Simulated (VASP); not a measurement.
A run of VASP 6.6.1:

The input POSCAR:

```
C
1.0
    3.5602834153      0.0000000000      0.0000000000
    0.0000000000     -3.5602834153      0.0000000000
    0.0000000000      0.0000000000     -3.5602834153
C
8
Direct
    0.4935134347      0.0064865653      0.0064865653
    0.0000000000      0.5000000000      0.0000000000
    0.0000000000      0.0000000000      0.5000000000
    0.5000000000      0.5000000000      0.5000000000
    0.7500000000      0.7500000000      0.7500000000
    0.2500000000      0.2500000000      0.7500000000
    0.2500000000      0.7500000000      0.2500000000
    0.7500000000      0.2500000000      0.2500000000
```

File INCAR.step1:

```
SYSTEM = C
  PREC = Accurate
  ENCUT = 520
  ISMEAR = 0
  SIGMA = 0.05
  LREAL = .FALSE.
  LASPH = .TRUE.
  NELM = 80
  NBANDS = 26
  GGA = PE
  ALGO = Normal
  EDIFF = 1E-4
  LWAVE = .TRUE.
  LCHARG = .FALSE.
```

The input INCAR.step2:

```
SYSTEM = C
  PREC = Accurate
  ENCUT = 520
  EDIFF = 1E-6
  ISMEAR = 0
  SIGMA = 0.05
  LREAL = .FALSE.
  LASPH = .TRUE.
  NELM = 80
  ALGO = Normal
  ISIF = 2
  LWAVE = .FALSE.
  LCHARG = .FALSE.
  METAGGA = R2SCAN
  LMIXTAU = .TRUE.
  NBANDS = 26
  ISTART = 1
```

The input KPOINTS:

```
Automatic mesh
0
G
  6 6 6
  0 0 0
```

Potentials or basis: VASP PAW PBE potentials, release 64 (C).

Command:

```console
$ cat potpaw_PBE.64/C/POTCAR > POTCAR
$ cp INCAR.step1 INCAR
$ mpirun -np 1 vasp_std > vasp.out
$ cp INCAR.step2 INCAR
$ mpirun -np 1 vasp_std > vasp.out
```

Hardware: 1 thread of Intel(R) Xeon(R) Platinum 8259CL CPU @ 2.50GHz (Skylake/Cascade Lake), with other jobs on the host.

Q: Estimate the wall time of this run.

A: Wall time 120 s on 1 thread of Intel(R) Xeon(R) Platinum 8259CL CPU @ 2.50GHz (Skylake/Cascade Lake), on a shared host, peak memory 0.16 GiB. Counts: k points 32.
